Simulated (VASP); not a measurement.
A run of VASP 6.6.1 is set up as follows.

Contents of INCAR:

```
  PREC = Accurate
  ENCUT = 520
  EDIFF = 1E-6
  ISMEAR = 0
  SIGMA = 0.1
  LREAL = False
  LASPH = True
  NELM = 150
  ALGO = Normal
  ISIF = 2
  LWAVE = False
  LCHARG = False
  ISPIN = 2
  MAGMOM = 0 4 0 0 0 0
  LORBIT = 11
  LMAXMIX = 4
  GGA = PE
  NBANDS = 31
```

The input KPOINTS:

```
regular mesh
0
Gamma
  6 6 6
```

POSCAR

```
TaMnB4
1.0
    0.0000000000      2.9297222301      2.9297222301
    2.9297222301      0.0000000000      2.9297222301
    2.9297222301      2.9297222301      0.0000000000
Ta Mn B
1 1 4
Direct
    0.2500000000      0.2500000000      0.2500000000
    0.0000000000      0.0000000000      0.0000000000
    0.6245729199      0.1262812402      0.6245729199
    0.6245729199      0.6245729199      0.1262812402
    0.6245729199      0.6245729199      0.6245729199
    0.1262812402      0.6245729199      0.6245729199
```

Potentials or basis: VASP PAW PBE potentials, release 64 (Ta_pv, Mn_pv, B).

Command:

```bash
$ cat potpaw_PBE.64/Ta_pv/POTCAR potpaw_PBE.64/Mn_pv/POTCAR potpaw_PBE.64/B/POTCAR > POTCAR
$ mpirun -np 1 vasp_std > vasp.out
```

Task: Estimate the net moment.

Result: 1.45 μB per cell.

Task: Predict the largest force.

Result: 0.012 eV/Å.

Task: What does it give for the site moments?

Result: Ta +0.03; Mn +1.36; B +0.00 μB.

Task: Estimate the pressure.

Result: 0.3 GPa.

Forces on the atoms (eV/Å):
```
Ta   0.000  0.000  0.000
Mn   0.000  0.000  0.000
B    0.007 -0.007  0.007
B    0.007  0.007 -0.007
B   -0.007 -0.007 -0.007
B   -0.007  0.007  0.007
```

Caveat: the moment fell far below its start of 4 μB, so a state of higher moment may lie lower in energy; a cell with one magnetic atom can't hold antiferromagnetic order, which such compounds often take.
